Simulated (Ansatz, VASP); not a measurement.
MgAg2F6 in VASP and in Ansatz

INCAR

```
PREC = Accurate ; ENCUT = 600
EDIFF = 1E-7 ; ISMEAR = 0
SIGMA = 0.1 ; LREAL = False
LASPH = True ; NELM = 200
ALGO = Normal ; ISIF = 3
LWAVE = False ; LCHARG = False
ISPIN = 2 ; MAGMOM = 0 1 1 0 0 0 0 0 0
LORBIT = 11 ; LMAXMIX = 4
GGA = PE ; IBRION = 2
NSW = 90 ; EDIFFG = -0.04
GGA_COMPAT = False ; NELMIN = 4
```

KPOINTS

```
regular mesh
0
Gamma
  4 4 4
```

File POSCAR:

```
MgAg2F6
1.0
    0.0000000000      4.0336011100      4.0336011100
    4.0336011100      0.0000000000      4.0336011100
    4.0336011100      4.0336011100      0.0000000000
Mg Ag F
1 2 6
Direct
    0.0000000000      0.0000000000      0.0000000000
    0.2500000000      0.2500000000      0.2500000000
    0.7500000000      0.7500000000      0.7500000000
    0.7751490000      0.2248510000      0.2248510000
    0.2248510000      0.7751490000      0.7751490000
    0.2248510000      0.7751490000      0.2248510000
    0.7751490000      0.2248510000      0.7751490000
    0.2248510000      0.2248510000      0.7751490000
    0.7751490000      0.7751490000      0.2248510000
```

Input for Ansatz:

```yaml
crystal:
  lattice:
    - [0.0, 4.03360111, 4.03360111]
    - [4.03360111, 0.0, 4.03360111]
    - [4.03360111, 4.03360111, 0.0]
  atoms:
    - { symbol: Mg, position: [0.0, 0.0, 0.0] }
    - { symbol: Ag, position: [0.25, 0.25, 0.25], spin: 1.0 }
    - { symbol: Ag, position: [0.75, 0.75, 0.75], spin: 1.0 }
    - { symbol: F, position: [0.775149, 0.224851, 0.224851] }
    - { symbol: F, position: [0.224851, 0.775149, 0.775149] }
    - { symbol: F, position: [0.224851, 0.775149, 0.224851] }
    - { symbol: F, position: [0.775149, 0.224851, 0.775149] }
    - { symbol: F, position: [0.224851, 0.224851, 0.775149] }
    - { symbol: F, position: [0.775149, 0.775149, 0.224851] }
basis:
  ecutwfc: 420
kpoints:
  mp_grid: { grid: [4, 4, 4] }
hamiltonian:
  xc: pbe
scf:
  occupations: { method: gaussian, width: 0.1 }
  lower_state_search: "off"
output:
  forces: true
  stress: true
  eigenvalues: true
  populations: true
magnetization:
  spin_polarized: true
relax:
  adjacent_minimum: "off"
  f_tol: 0.04
  max_steps: 70
  cell: { stress_tol: 0.4 }
```

Change from the starting cell: species swapped into the Tl2CrF6 type (Fm-3m, No. 225).

Alike in both runs: task relaxation of cell and atoms; functional PBE; k mesh 4 × 4 × 4; occupations gaussian, width 0.1 eV; collinear spin.

|  | VASP | Ansatz |
| --- | --- | --- |
| version | VASP 6.6.1 | Ansatz 0.2.0 |
| potentials or method | VASP PAW PBE potentials, release 64 (Mg, Ag, F), cutoff 600 eV | scalar-relativistic, plane waves, PAW |
| valence electrons in the cell | 66 | 90 |

|  | VASP | Ansatz | Ansatz less VASP |
| --- | --- | --- | --- |
| gap on the k mesh at the Fermi level, each at its own relaxed structure (eV) | none | none | - |
| net moment per atom (μB) | 0.22 | 0.22 | 0.000 |
| size of the moment on the site where the two differ most (μB) | 0.20 | 0.20 | +0.007 |
| relaxed volume (Å³/atom) | 12.29 | 12.41 | +0.116 |
| relaxed length of the cell vector where the two differ most in proportion (Å) | 5.388 | 5.405 | +0.0168 |

Site moments also hang on the region over which each program counts them. A gap of «none» marks a metal or a gap that the smearing closes. VASP's potentials hold 66 valence electrons a cell and Ansatz's 90, so a difference there can come from the potentials and not from the codes.

Noted on VASP's run: the volume moved by over 15 % at a fixed basis, so the end points are rough.
